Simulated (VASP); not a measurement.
# TiB2 (P6/mmm) in VASP: notebook

Runs on TiB2. Level: PBEsol. Tasks: single point.

Program: VASP 6.6.1. These are calculated values, not measurements. Logs are shortened: lines on timing, memory, paths and dates and some standing lists are left out, and cuts for length are marked.

## 1. The cell of the first run

It takes space group P6/mmm (No. 191, hexagonal). Conventional cell: a = 2.967 Å, b = 2.967 Å, c = 3.162 Å, α = 90.00°, β = 90.00°, γ = 120.00°. Ti (site symmetry 6/mmm) has 12 B at 2.33 Å and 6 Ti at 2.97 Å within 3.1 Å. Within 2.3 Å of B (site symmetry -6m2) lie 3 B at 1.71 Å.

## 2. Single point, PBEsol (volume scaled by 0.94)

INCAR reads:

```
SYSTEM = TiB2
  ALGO = Normal
  EDIFF = 1E-6
  ENCUT = 520
  GGA = PS
  ISIF = 2
  ISMEAR = -1
  LASPH = .True.
  LCHARG = .False.
  LREAL = .False.
  LWAVE = .False.
  NBANDS = 16
  NELM = 80
  PREC = Accurate
  SIGMA = 0.03
```

KPOINTS reads:

```
k-points
0
Gamma
  14 14 11
  0 0 0
```

POSCAR reads:

```
TiB2
1.0
    2.9673604788      0.0000000000      0.0000000000
   -1.4836802394      2.5698095569      0.0000000000
    0.0000000000      0.0000000000      3.1624957934
Ti B
1 2
Direct
    0.0000000000      0.0000000000      0.0000000000
    0.3333333333      0.6666666667      0.5000000000
    0.6666666667      0.3333333333      0.5000000000
```

Potentials or basis: VASP PAW PBE potentials, release 64 (Ti_sv, B).

Launch:

```bash
$ cat potpaw_PBE.64/Ti_sv/POTCAR potpaw_PBE.64/B/POTCAR > POTCAR
$ mpirun -np 1 vasp_std > vasp.out
```

OUTCAR:

```text
SYSTEM = TiB2
   EDIFF = 1E-6
   ENCUT = 520
   GGA = PS
   ISIF = 2
   ISMEAR = -1
   LASPH = .True.
   LREAL = .False.
   NELM = 80
   PREC = Accurate

 ion  position               nearest neighbor table
   1  0.000  0.000  0.000-   2 2.33   3 2.33   2 2.33   3 2.33   3 2.33   3 2.33   2 2.33   2 2.33
                             3 2.33   3 2.33   2 2.33   2 2.33
   2  0.333  0.667  0.500-   3 1.71   3 1.71   3 1.71   1 2.33   1 2.33   1 2.33   1 2.33   1 2.33
                             1 2.33
   3  0.667  0.333  0.500-   2 1.71   2 1.71   2 1.71   1 2.33   1 2.33   1 2.33   1 2.33   1 2.33
                             1 2.33

  LATTYP: Found a hexagonal cell.
 ALAT       =     2.9673604788
 C/A-ratio  =     1.0657605694

  Lattice vectors:

 A1 = (   2.9673604788,   0.0000000000,   0.0000000000)
 A2 = (  -1.4836802394,   2.5698095569,   0.0000000000)
 A3 = (   0.0000000000,   0.0000000000,   3.1624957934)

Analysis of symmetry for initial positions (statically):
=====================================================================
 Subroutine PRICEL returns:
 Original cell was already a primitive cell.

 Routine SETGRP: Setting up the symmetry group for a
 hexagonal supercell.

 Subroutine GETGRP returns: Found 24 space group operations
 (whereof 24 operations were pure point group operations)
 out of a pool of 24 trial point group operations.

The static configuration has the point symmetry D_6h.

Analysis of symmetry for dynamics (positions and initial velocities):
=====================================================================
 Subroutine PRICEL returns:
 Original cell was already a primitive cell.

 Routine SETGRP: Setting up the symmetry group for a
 hexagonal supercell.

 Subroutine GETGRP returns: Found 24 space group operations
 (whereof 24 operations were pure point group operations)
 out of a pool of 24 trial point group operations.

The dynamic configuration has the point symmetry D_6h.

 Subroutine INISYM returns: Found 24 space group operations
 (whereof 24 operations are pure point group operations),
 and found     1 'primitive' translations

----------------------------------------------------------------------------------------

                                     Primitive cell

  volume of cell :      24.1158

  direct lattice vectors                    reciprocal lattice vectors
     2.967360479  0.000000000  0.000000000     0.336999838  0.194566947  0.000000000
    -1.483680239  2.569809557  0.000000000     0.000000000  0.389133894  0.000000000
     0.000000000  0.000000000  3.162495793     0.000000000  0.000000000  0.316205954

  length of vectors
     2.967360479  2.967360479  3.162495793     0.389133894  0.389133894  0.316205954

  position of ions in fractional coordinates (direct lattice)
     0.000000000  0.000000000  0.000000000
     0.333333333  0.666666667  0.500000000
     0.666666667  0.333333333  0.500000000

  ion indices of the primitive-cell ions
   primitive index   ion index
                 1           1
                 2           2
                 3           3

----------------------------------------------------------------------------------------

 KPOINTS: k-points

Automatic generation of k-mesh.
 Grid dimensions read from file:
 generate k-points for:   14   14   11

 Generating k-lattice:

  Cartesian coordinates                     Fractional coordinates (reciprocal lattice)
     0.024071417  0.013897639  0.000000000     0.071428571  0.000000000  0.000000000
     0.000000000  0.027795278  0.000000000     0.000000000  0.071428571  0.000000000
     0.000000000  0.000000000  0.028745996     0.000000000  0.000000000  0.090909091

  Length of vectors
     0.027795278  0.027795278  0.028745996

  Shift w.r.t. Gamma in fractional coordinates (k-lattice)
     0.000000000  0.000000000  0.000000000

 Subroutine IBZKPT returns following result:
 ===========================================

 Found    144 irreducible k-points:

 Following reciprocal coordinates:
            Coordinates               Weight
  0.000000  0.000000  0.000000      1.000000
  0.071429 -0.000000  0.000000      6.000000
  0.142857 -0.000000  0.000000      6.000000
  0.214286 -0.000000  0.000000      6.000000
  0.285714  0.000000  0.000000      6.000000
  0.357143  0.000000  0.000000      6.000000
[... 16 lines left out ...]
  0.285714  0.285714  0.000000      6.000000
  0.357143  0.285714  0.000000      6.000000
 [... further k-points ...]
   k-points           NKPTS =    144   k-points in BZ     NKDIM =    144   number of bands    NBANDS=     16
   number of dos      NEDOS =    301   number of ions     NIONS =      3
   total plane-waves  NPLWV =  13824
   dimension x,y,z NGX =    24 NGY =   24 NGZ =   24
   dimension x,y,z NGXF=    48 NGYF=   48 NGZF=   48
   ions per type =               1   2
   NGX,Y,Z   is equivalent  to a cutoff of  13.45, 13.45, 12.62 a.u.
   NGXF,Y,Z  is equivalent  to a cutoff of  26.89, 26.89, 25.23 a.u.
 SYSTEM =  TiB2
   PREC   = accura    normal or accurate (medium, high low for compatibility)
   ISTART =      0    job   : 0-new  1-cont  2-samecut
   ICHARG =      2    charge: 1-file 2-atom 10-const
   ISPIN  =      1    spin polarized calculation?
   LNONCOLLINEAR =      F non collinear calculations
   LSORBIT =      F    spin-orbit coupling
   LASPH  =      T    aspherical Exc in radial PAW
   ENCUT  =  520.0 eV  38.22 Ry    6.18 a.u.   5.52  5.52  5.88*2*pi/ulx,y,z
   NELM   =     80;   NELMIN=  2; NELMDL= -5     # of ELM steps
   EDIFF  = 0.1E-05   stopping-criterion for ELM
   LREAL  =      F    real-space projection
   EDIFFG = 0.1E-04   stopping-criterion for IOM
   NSW    =      0    number of steps for IOM
   IBRION =     -1    ionic relax: 0-MD 1-quasi-New 2-CG
   NFREE  =      0    steps in history (QN), initial steepest desc. (CG)
   ISIF   =      2    stress and relaxation
   ISYM   =      2    0-nonsym 1-usesym 2-fastsym
   POTIM  = 0.5000    time-step for ionic-motion
   TEBEG  =    0.0;   TEEND  =   0.0 temperature during run
   PSTRESS=    0.0 pullay stress
   NELECT =      18.0000    total number of electrons
   NUPDOWN=      -1.0000    fix difference up-down
   EMIN   =  10.00;   EMAX   =-10.00  energy-range for DOS
   EFERMI =   0.00;   METHOD = LEGACY
   ISMEAR =    -1;   SIGMA  =   0.03  broadening in eV -4-tet -1-fermi 0-gaus
   EFERMI_NEDOS =   21; number of points for ismear=-14 and -15
   IALGO  =     38    algorithm
   IMIX   =      4    mixing-type and parameters
     AMIX     =   0.40;   BMIX     =  1.00
     AMIX_MAG =   1.60;   BMIX_MAG =  1.00
  volume/ion in A,a.u.               =       8.04        54.25
  Fermi-wavevector in a.u.,A,eV,Ry     =   1.485019  2.806278 30.004664  2.205281
  Thomas-Fermi vector in A             =   2.598483
   LORBIT       =      0    0 simple, 1 ext, 2 COOP (PROOUT), +10 PAW based schemes
   GGA     = PS    functional components
   LHFCALC =     F    Hartree Fock is set to
   AEXX    =    0.0000 exact exchange contribution
   IVDW    =     0    specifies the selected vdW correction
   LEPSILON=     F    determine dielectric tensor
   LRPA    =     F    only Hartree local field effects (RPA)
 non-spin polarized calculation
  energy-cutoff  :      520.00
  volume of cell :       24.12
 maximum number of plane-waves:       672
 NGX is ok and might be reduce to    24
   NGX = 11   NGY = 11   NGZ = 11

 number of electron      17.9999999 magnetization

 Free energy of the ion-electron system (eV)
  ---------------------------------------------------
  ext. energy  EPLUGINS =         0.00000000
  ---------------------------------------------------
  free energy    TOTEN  =       -25.75011247 eV

  energy without entropy =      -25.74908179  energy(sigma->0) =      -25.74959713

 E-fermi :  10.6324     XC(G=0): -13.1734

 val. band max:       10.5571985065   @ k =   0.0714   0.0714   0.2727
 cond. band min:      10.6410095997   @ k =   0.0714  -0.0000   0.2727
 fundamental gap:      0.0838110932
 Fermi energy:        10.6324373781

 k-point     1 :       0.0000    0.0000    0.0000
  band No.  band energies     occupation
      1     -45.9542      2.00000
      2     -22.4313      2.00000
      3     -22.0607      2.00000
      4     -22.0607      2.00000
      5      -3.2119      2.00000
      6       7.8664      2.00000
[... 8 lines left out ...]
     15      16.6393      0.00000
     16      18.1131      0.00000

 k-point     2 :       0.0714   -0.0000    0.0000
  band No.  band energies     occupation
      1     -45.9506      2.00000
      2     -22.4269      2.00000
      3     -22.0871      2.00000
      4     -22.0666      2.00000
      5      -3.1086      2.00000
      6       7.5806      2.00000
[... 8 lines left out ...]
     15      17.3050      0.00000
     16      18.4287      0.00000

 k-point     3 :       0.1429   -0.0000    0.0000
  band No.  band energies     occupation
      1     -45.9405      2.00000
      2     -22.4144      2.00000
      3     -22.1605      2.00000
      4     -22.0831      2.00000
      5      -2.8037      2.00000
      6       6.8179      2.00000
[... 8 lines left out ...]
     15      18.6898      0.00000
     16      19.3587      0.00000

 k-point     4 :       0.2143   -0.0000    0.0000
  band No.  band energies     occupation
      1     -45.9259      2.00000
      2     -22.3963      2.00000
      3     -22.2651      2.00000
      4     -22.1068      2.00000
      5      -2.3116      2.00000
      6       5.7776      2.00000
[... 8 lines left out ...]
     15      18.7176      0.00000
     16      20.3907      0.00000
[... 324 lines left out ...]
 k-point    22 :       0.3571    0.2143    0.0000
  band No.  band energies     occupation
      1     -45.8754      2.00000
      2     -22.5025      2.00000
      3     -22.3342      2.00000
      4     -22.3023      2.00000
      5       1.1494      2.00000
      6       2.1769      2.00000
[... 8 lines left out ...]
     15      19.9941      0.00000
     16      21.4743      0.00000

 k-point    23 :       0.2857    0.2857    0.0000
  band No.  band energies     occupation
      1     -45.8746      2.00000
      2     -22.4732      2.00000
      3     -22.3393      2.00000
      4     -22.3332      2.00000
      5       1.0793      2.00000
      6       2.7984      2.00000
[... 8 lines left out ...]
     15      20.4522      0.00000
     16      21.8596      0.00000

 k-point    24 :       0.3571    0.2857    0.0000
  band No.  band energies     occupation
      1     -45.8723      2.00000
      2     -22.4555      2.00000
      3     -22.3765      2.00000
      4     -22.3304      2.00000
      5       1.9607      2.00000
      6       2.1083      2.00000
[... 8 lines left out ...]
     15      20.8554      0.00000
     16      21.7101      0.00000

 [... further k-points ...]

------------------------ aborting loop because EDIFF is reached ----------------------------------------

  FORCE on cell =-STRESS in cart. coord.  units (eV):
  Direction    XX          YY          ZZ          XY          YZ          ZX
  --------------------------------------------------------------------------------------
  -------------------------------------------------------------------------------------
  Total        2.2370226      2.2370226      1.1934794      0.0000000     -0.0000000      0.0000000
  in kB      148.6208504    148.6208504     79.2910731      0.0000000     -0.0000000      0.0000000
  external PRESSURE =     125.5109246 kB  Pullay stress =       0.0000000 kB

 VOLUME and BASIS-vectors are now :
 -----------------------------------------------------------------------------
  energy-cutoff  :      520.00
  volume of cell :       24.12
      direct lattice vectors                 reciprocal lattice vectors
     2.967360479  0.000000000  0.000000000     0.336999838  0.194566947  0.000000000
    -1.483680239  2.569809557  0.000000000     0.000000000  0.389133894  0.000000000
     0.000000000  0.000000000  3.162495793     0.000000000  0.000000000  0.316205954

 POSITION                                       TOTAL-FORCE (eV/Angst)
 -----------------------------------------------------------------------------------
      0.00000      0.00000      0.00000        -0.000000      0.000000      0.000000
     -0.00000      1.71321      1.58125         0.000000     -0.000000      0.000000
      1.48368      0.85660      1.58125        -0.000000      0.000000     -0.000000
 -----------------------------------------------------------------------------------
    total drift:                               -0.000000      0.000000      0.000000

  FREE ENERGIE OF THE ION-ELECTRON SYSTEM (eV)
  ---------------------------------------------------
  free  energy   TOTEN  =       -25.7501124685 eV

  energy  without entropy=      -25.7490817947  energy(sigma->0) =      -25.74959713
```

Wall time 32 s (1 thread of Intel Xeon Platinum 8259CL at 2.50GHz (Skylake/Cascade Lake), shared host); peak memory 0.18 GiB.

What came out:

| Quantity | Value |
| --- | --- |
| Free energy | -25.7501 eV |
| Pressure | 12.6 GPa |
| Band gap on the k mesh | zero (band 9 reaches 11.12 eV, above the bottom of band 10 at 10.43 eV) |

Stress tensor (GPa, compression positive):
```
14.86  0.00  0.00
 0.00 14.86  0.00
 0.00  0.00  7.93
```

Caveat: the PAW data sets were made with another functional, which shifts forces and pressure a little.

## 3. Single point, PBEsol (volume scaled by 0.98)

INCAR reads:

```
PREC     = Accurate       # precision mode
ENCUT    = 520            # plane-wave cutoff, eV
EDIFF    = 1E-6           # SCF threshold, eV
ISMEAR   = -1             # smearing method
SIGMA    = 0.03           # smearing width, eV
LREAL    = F              # projectors in reciprocal space
LASPH    = T              # aspherical terms in the spheres
NELM     = 100            # most SCF steps
ALGO     = Normal         # electronic algorithm
ISIF     = 2              # what is computed and relaxed
LWAVE    = F              # write WAVECAR
LCHARG   = F              # write CHGCAR
GGA      = PS             # functional
NBANDS   = 16             # bands
```

KPOINTS reads:

```
Automatic mesh
0
Gamma
  14 14 11
```

POSCAR reads:

```
TiB2
1.0
    3.0088673998      0.0000000000      0.0000000000
   -1.5044336999      2.6057556048      0.0000000000
    0.0000000000      0.0000000000      3.2067322330
Ti B
1 2
Direct
    0.0000000000      0.0000000000      0.0000000000
    0.3333333333      0.6666666667      0.5000000000
    0.6666666667      0.3333333333      0.5000000000
```

Potentials or basis: VASP PAW PBE potentials, release 64 (Ti_sv, B).

Launch:

```bash
$ cat potpaw_PBE.64/Ti_sv/POTCAR potpaw_PBE.64/B/POTCAR > POTCAR
$ mpirun -np 1 vasp_std > vasp.out
```

Wall time 33 s (1 thread of Intel Xeon Platinum 8259CL at 2.50GHz (Skylake/Cascade Lake), shared host); peak memory 0.18 GiB.

The run converged. Its results:

* Free energy: -25.7908 eV
* Pressure: 0.4 GPa
* Band gap on the k mesh: zero (band 9 reaches 10.62 eV, above the bottom of band 10 at 9.97 eV)

Stress tensor (GPa, compression positive):
```
 1.85  0.00  0.00
 0.00  1.85  0.00
 0.00  0.00 -2.35
```

Levels at points of the mesh, in eV from the Fermi level:
```tsv
k point	band 6	band 7	band 8	band 9	band 10	band 11	band 12	band 13
(0.00, 0.00, 0.00)	-2.67	-2.67	-2.35	-2.23	1.92	1.92	3.74	3.74
(0.50, 0.00, 0.00)	-9.25	-3.32	-3.31	-2.37	1.34	2.81	3.30	3.41
```

Caveat: the PAW data sets were made with another functional, which shifts forces and pressure a little.

## 4. Single point, PBEsol (volume scaled by 1.01)

INCAR reads:

```
SYSTEM = TiB2
ALGO = Normal
EDIFF = 1E-6
ENCUT = 520
GGA = PS
ISIF = 2
ISMEAR = -1
LASPH = .True.
LCHARG = .False.
LREAL = .False.
LWAVE = .False.
NBANDS = 16
NELM = 60
PREC = Accurate
SIGMA = 0.03
```

KPOINTS reads:

```
k-points
0
Gamma
  14 14 11
  0 0 0
```

POSCAR reads:

```
TiB2
1.0
    3.0392620569      0.0000000000      0.0000000000
   -1.5196310285      2.6320781501      0.0000000000
    0.0000000000      0.0000000000      3.2391256602
Ti B
1 2
Direct
    0.0000000000      0.0000000000      0.0000000000
    0.3333333333      0.6666666667      0.5000000000
    0.6666666667      0.3333333333      0.5000000000
```

Launch:

```bash
$ cat potpaw_PBE.64/Ti_sv/POTCAR potpaw_PBE.64/B/POTCAR > POTCAR
$ mpirun -np 1 vasp_std > vasp.out
```

Run time: 30 s. Hardware: 1 thread of Intel Xeon Platinum 8259CL at 2.50GHz (Skylake/Cascade Lake), shared host; peak memory 0.18 GiB.

Results (log left out):

```
Free energy            : -25.7745 eV
Pressure               : -7.2 GPa
Band gap on the k mesh : zero (band 9 reaches 10.27 eV, above the bottom of band 10 at 9.64 eV)
```

Stress tensor (GPa, compression positive):
```
-6.39  0.00  0.00
 0.00 -6.39  0.00
 0.00  0.00 -8.77
```

Levels at points of the mesh, in eV from the Fermi level:
| k point | band 5 | band 6 | band 7 | band 8 | band 9 | band 10 | band 11 | band 12 | band 13 | band 14 |
| --- | --- | --- | --- | --- | --- | --- | --- | --- | --- | --- |
| (0.00, 0.00, 0.00) | -13.44 | -2.60 | -2.60 | -2.33 | -2.15 | 1.84 | 1.84 | 3.61 | 3.61 | 5.69 |
| (0.50, 0.00, 0.00) | -9.34 | -9.19 | -3.26 | -3.23 | -2.29 | 1.29 | 2.69 | 3.16 | 3.33 | 7.34 |

Caveat: the PAW data sets were made with another functional, which shifts forces and pressure a little.

(Continued in part 2 of 2.)
